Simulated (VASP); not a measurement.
Wanted: the native input for a VASP 6.6.1 run.

```
Task                   : single point
Functional             : LDA
Potentials or basis    : VASP PAW LDA potentials, release 64 (Sn_d, Se)
Cutoff                 : 520 eV
k mesh                 : 8 × 8 × 8
Occupations            : gaussian, width 0.05 eV
Spin                   : no spin polarisation
Dipole correction      : no
Further INCAR settings : ALGO = Normal; EDIFF = 1e-06; NBANDS = 17
```

The structure of SnSe lies in POSCAR:

```
SnSe
1.0
    0.0000000000      3.0100000000      3.0100000000
    3.0100000000      0.0000000000      3.0100000000
    3.0100000000      3.0100000000      0.0000000000
Sn Se
1 1
Direct
   -0.0332225914     -0.0332225914      0.0097306717
    0.5000000000      0.5000000000      0.5000000000
```

This cell differs from its parent crystal: atom 1 (Sn) moved by (-0.100, -0.200) A along [1 1 0] and z.

The input as run:

INCAR

```
SYSTEM = SnSe
  PREC = Accurate
  ENCUT = 520
  EDIFF = 1E-6
  ISMEAR = 0
  SIGMA = 0.05
  LREAL = .FALSE.
  LASPH = .TRUE.
  NELM = 60
  ALGO = Normal
  ISIF = 2
  LWAVE = .FALSE.
  LCHARG = .FALSE.
  NBANDS = 17
```

KPOINTS

```
regular mesh
0
G
  8 8 8
  0 0 0
```

Potentials or basis: VASP PAW LDA potentials, release 64 (Sn_d, Se).

The run is started by

```bash
$ cat potpaw_LDA.64/Sn_d/POTCAR potpaw_LDA.64/Se/POTCAR > POTCAR
$ mpirun -np 1 vasp_std > vasp.out
```

Results of the run:

```yaml
Pressure: -2.5 GPa
Largest_force: 0.090 eV/Å
Band_gap_on_the_k_mesh: 0.57 eV, direct
```

Caveat: the cell differs from its parent crystal (atom 1 (Sn) moved by (-0.100, -0.200) A along [1 1 0] and z); spin-orbit coupling is left out, which moves the levels of the heavy elements.

Wall time 2.1 min on 1 thread of AMD EPYC 7R13 (shared host), peak memory 0.23 GiB.
